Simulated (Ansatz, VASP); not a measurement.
## One calculation of Ge2P3, two programs

Contents of INCAR:

```
ALGO = Normal
EDIFF = 1E-6
EDIFFG = -0.04
ENCUT = 600
GGA = PE
IBRION = 2
ISIF = 3
ISMEAR = 0
LASPH = True
LCHARG = False
LREAL = False
LWAVE = False
NELM = 100
NSW = 90
PREC = Accurate
SIGMA = 0.1
```

File KPOINTS:

```
k-points
0
Gamma
  4 4 4
```

The input POSCAR:

```
Ge2P3
1.0
    3.2089688796     -4.3526771750      0.0000000000
    3.2089688796      4.3526771750      0.0000000000
    0.0000000000      0.0000000000      6.5619440244
Ge P
4 6
Direct
    0.4268000000      0.5732000000      0.8371000000
    0.5732000000      0.4268000000      0.3371000000
    0.8943000000      0.1057000000      0.1145000000
    0.1057000000      0.8943000000      0.6145000000
    0.3873000000      0.0663000000      0.0000000000
    0.6127000000      0.9337000000      0.5000000000
    0.9337000000      0.6127000000      0.0000000000
    0.0663000000      0.3873000000      0.5000000000
    0.2059000000      0.7941000000      0.1577000000
    0.7941000000      0.2059000000      0.6577000000
```

Input for Ansatz:

```yaml
crystal:
  lattice:
    - [3.2089688796, -4.352677175, 0.0]
    - [3.2089688796, 4.352677175, 0.0]
    - [0.0, 0.0, 6.5619440244]
  atoms:
    - { symbol: Ge, position: [0.4268, 0.5732, 0.8371] }
    - { symbol: Ge, position: [0.5732, 0.4268, 0.3371] }
    - { symbol: Ge, position: [0.8943, 0.1057, 0.1145] }
    - { symbol: Ge, position: [0.1057, 0.8943, 0.6145] }
    - { symbol: P, position: [0.3873, 0.0663, 0.0] }
    - { symbol: P, position: [0.6127, 0.9337, 0.5] }
    - { symbol: P, position: [0.9337, 0.6127, 0.0] }
    - { symbol: P, position: [0.0663, 0.3873, 0.5] }
    - { symbol: P, position: [0.2059, 0.7941, 0.1577] }
    - { symbol: P, position: [0.7941, 0.2059, 0.6577] }
basis:
  ecutwfc: 420
kpoints:
  mp_grid: { grid: [4, 4, 4] }
hamiltonian:
  xc: pbe
scf:
  occupations: { method: gaussian, width: 0.1 }
  lower_state_search: "off"
output:
  forces: true
  stress: true
  eigenvalues: true
relax:
  adjacent_minimum: "off"
  f_tol: 0.04
  max_steps: 70
  cell: { stress_tol: 0.4 }
```

Alike in both runs: task relaxation of cell and atoms; functional PBE; k mesh 4 × 4 × 4; occupations gaussian, width 0.1 eV; no spin polarisation.

|  | VASP | Ansatz |
| --- | --- | --- |
| version | VASP 6.6.1 | Ansatz 0.2.0 |
| potentials or method | VASP PAW PBE potentials, release 64 (Ge_d, P), cutoff 600 eV | scalar-relativistic, plane waves, PAW |
| valence electrons in the cell | 86 | 86 |

```tsv
	VASP	Ansatz	Ansatz less VASP
gap on the k mesh at the Fermi level, each at its own relaxed structure (eV)	none	none	-
relaxed volume (Å³/atom)	20.72	20.91	+0.185
relaxed length of the cell vector where the two differ most in proportion (Å)	8.032	8.072	+0.0402
```

A gap of «none» marks a metal or a gap that the smearing closes.
